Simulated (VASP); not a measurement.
# SrTiO3 (P4/mmm) in VASP: notebook, part 2 of 2

VASP 6.6.1.

## (3) Single point, PBEsol (equal xx and yy strain of +2 %)

INCAR

```
SYSTEM = SrTiO3
PREC = Accurate
ENCUT = 520
EDIFF = 1E-6
ISMEAR = -1
SIGMA = 0.05
LREAL = .FALSE.
LASPH = .TRUE.
NELM = 80
ALGO = Normal
ISIF = 2
LWAVE = .FALSE.
LCHARG = .FALSE.
GGA = PS
NBANDS = 28
```

KPOINTS

```
Automatic mesh
0
G
  7 7 7
  0 0 0
```

POSCAR

```
SrTiO3
1.0
    3.9831000000      0.0000000000      0.0000000000
    0.0000000000      3.9831000000      0.0000000000
    0.0000000000      0.0000000000      3.9050000000
Sr Ti O
1 1 3
Direct
    0.0000000000      0.0000000000      0.0000000000
    0.5000000000      0.5000000000      0.5000000000
    0.0000000000      0.5000000000      0.5000000000
    0.5000000000      0.0000000000      0.5000000000
    0.5000000000      0.5000000000      0.0000000000
```

Potentials or basis: VASP PAW PBE potentials, release 64 (Sr_sv, Ti_sv, O).

Run with:

```
$ cat potpaw_PBE.64/Sr_sv/POTCAR potpaw_PBE.64/Ti_sv/POTCAR potpaw_PBE.64/O/POTCAR > POTCAR
$ mpirun -np 1 vasp_std > vasp.out
```

OUTCAR:

```text
SYSTEM = SrTiO3
   PREC = Accurate
   ENCUT = 520
   EDIFF = 1E-6
   ISMEAR = -1
   LREAL = .FALSE.
   LASPH = .TRUE.
   NELM = 80
   ISIF = 2
   GGA = PS

 ion  position               nearest neighbor table
   1  0.000  0.000  0.000-   3 2.79   4 2.79   3 2.79   4 2.79   3 2.79   3 2.79   4 2.79   4 2.79
                             5 2.82   5 2.82   5 2.82   5 2.82   2 3.43   2 3.43   2 3.43   2 3.43
   2  0.500  0.500  0.500-   5 1.95   5 1.95   3 1.99   4 1.99   4 1.99   3 1.99   1 3.43   1 3.43
                             1 3.43   1 3.43   1 3.43   1 3.43   1 3.43   1 3.43
   3  0.000  0.500  0.500-   2 1.99   2 1.99   1 2.79   1 2.79   1 2.79   1 2.79
   4  0.500  0.000  0.500-   2 1.99   2 1.99   1 2.79   1 2.79   1 2.79   1 2.79
   5  0.500  0.500  0.000-   2 1.95   2 1.95   1 2.82   1 2.82   1 2.82   1 2.82

  LATTYP: Found a simple tetragonal cell.
 ALAT       =     3.9831000000
 C/A-ratio  =     0.9803921569

  Lattice vectors:

 A1 = (   3.9831000000,   0.0000000000,   0.0000000000)
 A2 = (   0.0000000000,   3.9831000000,   0.0000000000)
 A3 = (   0.0000000000,   0.0000000000,   3.9050000000)

Analysis of symmetry for initial positions (statically):
=====================================================================
 Subroutine PRICEL returns:
 Original cell was already a primitive cell.

 Routine SETGRP: Setting up the symmetry group for a
 simple tetragonal supercell.

 Subroutine GETGRP returns: Found 16 space group operations
 (whereof 16 operations were pure point group operations)
 out of a pool of 16 trial point group operations.

The static configuration has the point symmetry D_4h.

Analysis of symmetry for dynamics (positions and initial velocities):
=====================================================================
 Subroutine PRICEL returns:
 Original cell was already a primitive cell.

 Routine SETGRP: Setting up the symmetry group for a
 simple tetragonal supercell.

 Subroutine GETGRP returns: Found 16 space group operations
 (whereof 16 operations were pure point group operations)
 out of a pool of 16 trial point group operations.

The dynamic configuration has the point symmetry D_4h.

 Subroutine INISYM returns: Found 16 space group operations
 (whereof 16 operations are pure point group operations),
 and found     1 'primitive' translations

----------------------------------------------------------------------------------------

                                     Primitive cell

  volume of cell :      61.9532

  direct lattice vectors                    reciprocal lattice vectors
     3.983100000  0.000000000  0.000000000     0.251060732  0.000000000  0.000000000
     0.000000000  3.983100000  0.000000000     0.000000000  0.251060732  0.000000000
     0.000000000  0.000000000  3.905000000     0.000000000  0.000000000  0.256081946

  length of vectors
     3.983100000  3.983100000  3.905000000     0.251060732  0.251060732  0.256081946

  position of ions in fractional coordinates (direct lattice)
     0.000000000  0.000000000  0.000000000
     0.500000000  0.500000000  0.500000000
     0.000000000  0.500000000  0.500000000
     0.500000000  0.000000000  0.500000000
     0.500000000  0.500000000  0.000000000

  ion indices of the primitive-cell ions
   primitive index   ion index
                 1           1
                 2           2
                 3           3
[... 23 lines left out ...]

 Subroutine IBZKPT returns following result:
 ===========================================

 Found     40 irreducible k-points:

 Following reciprocal coordinates:
            Coordinates               Weight
  0.000000  0.000000  0.000000      1.000000
  0.142857  0.000000  0.000000      4.000000
  0.285714  0.000000  0.000000      4.000000
  0.428571  0.000000  0.000000      4.000000
  0.142857  0.142857  0.000000      4.000000
  0.285714  0.142857  0.000000      8.000000
[... 16 lines left out ...]
  0.285714  0.000000  0.285714      8.000000
  0.428571  0.000000  0.285714      8.000000
 [... further k-points ...]
   k-points           NKPTS =     40   k-points in BZ     NKDIM =     40   number of bands    NBANDS=     28
   number of dos      NEDOS =    301   number of ions     NIONS =      5
   total plane-waves  NPLWV =  27000
   dimension x,y,z NGX =    30 NGY =   30 NGZ =   30
   dimension x,y,z NGXF=    60 NGYF=   60 NGZF=   60
   ions per type =               1   1   3
   NGX,Y,Z   is equivalent  to a cutoff of  12.52, 12.52, 12.77 a.u.
   NGXF,Y,Z  is equivalent  to a cutoff of  25.04, 25.04, 25.54 a.u.
 SYSTEM =  SrTiO3
   PREC   = accura    normal or accurate (medium, high low for compatibility)
   ISTART =      0    job   : 0-new  1-cont  2-samecut
   ICHARG =      2    charge: 1-file 2-atom 10-const
   ISPIN  =      1    spin polarized calculation?
   LNONCOLLINEAR =      F non collinear calculations
   LSORBIT =      F    spin-orbit coupling
   LASPH  =      T    aspherical Exc in radial PAW
   ENCUT  =  520.0 eV  38.22 Ry    6.18 a.u.   7.41  7.41  7.26*2*pi/ulx,y,z
   NELM   =     80;   NELMIN=  2; NELMDL= -5     # of ELM steps
   EDIFF  = 0.1E-05   stopping-criterion for ELM
   LREAL  =      F    real-space projection
   EDIFFG = 0.1E-04   stopping-criterion for IOM
   NSW    =      0    number of steps for IOM
   IBRION =     -1    ionic relax: 0-MD 1-quasi-New 2-CG
   NFREE  =      0    steps in history (QN), initial steepest desc. (CG)
   ISIF   =      2    stress and relaxation
   ISYM   =      2    0-nonsym 1-usesym 2-fastsym
   POTIM  = 0.5000    time-step for ionic-motion
   TEBEG  =    0.0;   TEEND  =   0.0 temperature during run
   PSTRESS=    0.0 pullay stress
   NELECT =      40.0000    total number of electrons
   NUPDOWN=      -1.0000    fix difference up-down
   EMIN   =  10.00;   EMAX   =-10.00  energy-range for DOS
   EFERMI =   0.00;   METHOD = LEGACY
   ISMEAR =    -1;   SIGMA  =   0.05  broadening in eV -4-tet -1-fermi 0-gaus
   EFERMI_NEDOS =   21; number of points for ismear=-14 and -15
   IALGO  =     38    algorithm
   IMIX   =      4    mixing-type and parameters
     AMIX     =   0.40;   BMIX     =  1.00
     AMIX_MAG =   1.60;   BMIX_MAG =  1.00
  volume/ion in A,a.u.               =      12.39        83.62
  Fermi-wavevector in a.u.,A,eV,Ry     =   1.414948  2.673863 27.239905  2.002077
  Thomas-Fermi vector in A             =   2.536437
   LORBIT       =      0    0 simple, 1 ext, 2 COOP (PROOUT), +10 PAW based schemes
   GGA     = PS    functional components
   LHFCALC =     F    Hartree Fock is set to
   AEXX    =    0.0000 exact exchange contribution
   IVDW    =     0    specifies the selected vdW correction
   LEPSILON=     F    determine dielectric tensor
   LRPA    =     F    only Hartree local field effects (RPA)
 non-spin polarized calculation
  energy-cutoff  :      520.00
  volume of cell :       61.95
 maximum number of plane-waves:      1695
 NGX is ok and might be reduce to    30
   NGX = 15   NGY = 15   NGZ = 15

 number of electron      39.9999987 magnetization

 Free energy of the ion-electron system (eV)
  ---------------------------------------------------
  ext. energy  EPLUGINS =         0.00000000
  ---------------------------------------------------
  free energy    TOTEN  =       -41.93814224 eV

  energy without entropy =      -41.93814223  energy(sigma->0) =      -41.93814224

 E-fermi :   4.5705     XC(G=0): -11.3298

 val. band max:        3.6457331351   @ k =   0.4286   0.4286   0.4286
 cond. band min:       5.4162185350   @ k =   0.0000   0.0000   0.0000
 fundamental gap:      1.7704853999
 Fermi energy:         4.5704654399

 k-point     1 :       0.0000    0.0000    0.0000
  band No.  band energies     occupation
      1     -52.6551      2.00000
      2     -29.0606      2.00000
      3     -29.0008      2.00000
      4     -28.9867      2.00000
      5     -28.9867      2.00000
      6     -13.5164      2.00000
[... 733 lines left out ...]
     27      11.7807      0.00000
     28      11.9689      0.00000

 [... further k-points ...]
[... 5 lines left out ...]
  --------------------------------------------------------------------------------------
  -------------------------------------------------------------------------------------
  Total       -3.4783604     -3.4783604     -1.9124467      0.0000000      0.0000000      0.0000000
  in kB      -89.9542522    -89.9542522    -49.4579911      0.0000000      0.0000000      0.0000000
  external PRESSURE =     -76.4554985 kB  Pullay stress =       0.0000000 kB

 VOLUME and BASIS-vectors are now :
 -----------------------------------------------------------------------------
  energy-cutoff  :      520.00
  volume of cell :       61.95
      direct lattice vectors                 reciprocal lattice vectors
     3.983100000  0.000000000  0.000000000     0.251060732  0.000000000  0.000000000
     0.000000000  3.983100000  0.000000000     0.000000000  0.251060732  0.000000000
     0.000000000  0.000000000  3.905000000     0.000000000  0.000000000  0.256081946

 POSITION                                       TOTAL-FORCE (eV/Angst)
 -----------------------------------------------------------------------------------
      0.00000      0.00000      0.00000         0.000000      0.000000      0.000000
      1.99155      1.99155      1.95250         0.000000      0.000000      0.000000
      0.00000      1.99155      1.95250         0.000000      0.000000      0.000000
      1.99155      0.00000      1.95250         0.000000      0.000000      0.000000
      1.99155      1.99155      0.00000         0.000000      0.000000      0.000000
 -----------------------------------------------------------------------------------
    total drift:                                0.000000      0.000000     -0.000000

  FREE ENERGIE OF THE ION-ELECTRON SYSTEM (eV)
  ---------------------------------------------------
  free  energy   TOTEN  =       -41.9381422374 eV

  energy  without entropy=      -41.9381422347  energy(sigma->0) =      -41.93814224
```

OSZICAR:

```text
N       E                     dE             d eps       ncg     rms          rms(c)
DAV:   1     0.426295036219E+03    0.42630E+03   -0.21269E+04  2240   0.158E+03
DAV:   2    -0.648795406405E+01   -0.43278E+03   -0.41297E+03  2540   0.437E+02
DAV:   3    -0.496214109375E+02   -0.43133E+02   -0.42774E+02  3124   0.132E+02
DAV:   4    -0.516951764573E+02   -0.20738E+01   -0.20687E+01  3316   0.249E+01
DAV:   5    -0.517539573200E+02   -0.58781E-01   -0.58770E-01  3120   0.347E+00    0.254E+01
DAV:   6    -0.421331310311E+02    0.96208E+01   -0.50380E+01  3272   0.620E+01    0.143E+01
DAV:   7    -0.420705785287E+02    0.62553E-01   -0.81064E+00  2992   0.209E+01    0.105E+01
DAV:   8    -0.420385904053E+02    0.31988E-01   -0.17559E+00  2664   0.134E+01    0.315E+00
DAV:   9    -0.419538258006E+02    0.84765E-01   -0.41539E-01  2832   0.576E+00    0.127E+00
DAV:  10    -0.419454432696E+02    0.83825E-02   -0.10452E-01  2772   0.225E+00    0.781E-01
DAV:  11    -0.419381887995E+02    0.72545E-02   -0.27808E-02  3512   0.158E+00    0.162E-01
DAV:  12    -0.419381585278E+02    0.30272E-04   -0.17866E-03  2716   0.424E-01    0.122E-01
DAV:  13    -0.419381461074E+02    0.12420E-04   -0.32699E-04  3512   0.135E-01    0.529E-02
DAV:  14    -0.419381462664E+02   -0.15904E-06   -0.12304E-04  2692   0.651E-02    0.241E-02
DAV:  15    -0.419381429312E+02    0.33352E-05   -0.94319E-06  2876   0.239E-02    0.158E-02
DAV:  16    -0.419381422374E+02    0.69384E-06   -0.70700E-06  2436   0.200E-02
   1 F= -.41938142E+02 E0= -.41938142E+02  d E =-.262548E-08
```

It took 2.6 min on 1 thread of Intel Xeon 8259CL, shared host; peak memory 0.22 GiB.

What came out:

```yaml
Free_energy: -41.9381 eV
Pressure: -7.6 GPa
Band_gap_on_the_k_mesh: 1.77 eV (least direct gap 2.08 eV)
```

Levels at points of the mesh, in eV from the valence-band top:
| k point | band 16 | band 17 | band 18 | band 19 | band 20 | band 21 | band 22 | band 23 | band 24 | band 25 |
| --- | --- | --- | --- | --- | --- | --- | --- | --- | --- | --- |
| (0.00, 0.00, 0.00) | -1.08 | -1.01 | -0.32 | -0.32 | -0.31 | 1.77 | 1.80 | 1.80 | 4.04 | 4.19 |

Caveat: the cell differs from its parent crystal (equal xx and yy strain of +2 %); the cell stands under tension; the PAW data sets were made with another functional, which shifts forces and pressure a little. A k mesh can miss the band edges.

## (4) Single point, PBEsol (equal xx and yy strain of +3 %)

INCAR

```
SYSTEM = SrTiO3
PREC = Accurate ; ENCUT = 520
EDIFF = 1E-6 ; ISMEAR = -1
SIGMA = 0.05 ; LREAL = .False.
LASPH = .True. ; NELM = 100
ALGO = Normal ; ISIF = 2
LWAVE = .False. ; LCHARG = .False.
GGA = PS ; NBANDS = 28
```

KPOINTS

```
Automatic mesh
0
Gamma
  7 7 7
  0 0 0
```

Changes to POSCAR since step 3:

```diff
@@ -2,4 +2,4 @@
 1.0
-    3.9831000000      0.0000000000      0.0000000000
-    0.0000000000      3.9831000000      0.0000000000
+    4.0221500000      0.0000000000      0.0000000000
+    0.0000000000      4.0221500000      0.0000000000
     0.0000000000      0.0000000000      3.9050000000
```

Run with:

```
$ cat potpaw_PBE.64/Sr_sv/POTCAR potpaw_PBE.64/Ti_sv/POTCAR potpaw_PBE.64/O/POTCAR > POTCAR
$ mpirun -np 1 vasp_std > vasp.out
```

Wall time 2.6 min (1 thread of Intel Xeon 8259CL, shared host); peak memory 0.22 GiB.

Results (log left out):

```
Free energy            : -41.8583 eV
Pressure               : -10.3 GPa
Band gap on the k mesh : 1.72 eV (least direct gap 2.04 eV)
```

Stress tensor (GPa, compression positive):
```
-12.15   0.00   0.00
  0.00 -12.15   0.00
  0.00   0.00  -6.54
```

Levels at points of the mesh, in eV from the valence-band top:
```
           k point  band 16  band 17  band 18  band 19  band 20  band 21  band 22  band 23  band 24  band 25
(0.00, 0.00, 0.00)    -1.06    -0.96    -0.34    -0.34    -0.32     1.72     1.77     1.77     3.88     4.08
```

Caveat: the cell differs from its parent crystal (equal xx and yy strain of +3 %); the stress differs along the axes, from -12 to -7 GPa; the PAW data sets were made with another functional, which shifts forces and pressure a little. A k mesh can miss the band edges.

## (5) Overview

| cell | gap on the mesh (eV) | pressure (GPa) |
| --- | --- | --- |
| a = 3.944, b = 3.944, c = 3.905 Å, 5 atoms | 1.82 | -4.7 |
| a = 3.983, b = 3.983, c = 3.905 Å, 5 atoms | 1.77 | -7.6 |
| a = 4.022, b = 4.022, c = 3.905 Å, 5 atoms | 1.72 | -10.3 |

Alike in all rows: task single point; level PBEsol; potentials or basis VASP PAW PBE potentials, release 64 (Sr_sv, Ti_sv, O); no spin polarisation; k mesh 7 × 7 × 7; cutoff (eV) 520; smearing fermi-dirac 0.05 eV.

Caveats: the PAW data sets were made with another functional, which shifts forces and pressure a little; the cell stands under tension (at least some runs); the stress differs along the axes, from -12 to -7 GPa (at least some runs).

Total energies depend on the potentials used, so only differences within one code and one set of settings carry meaning.
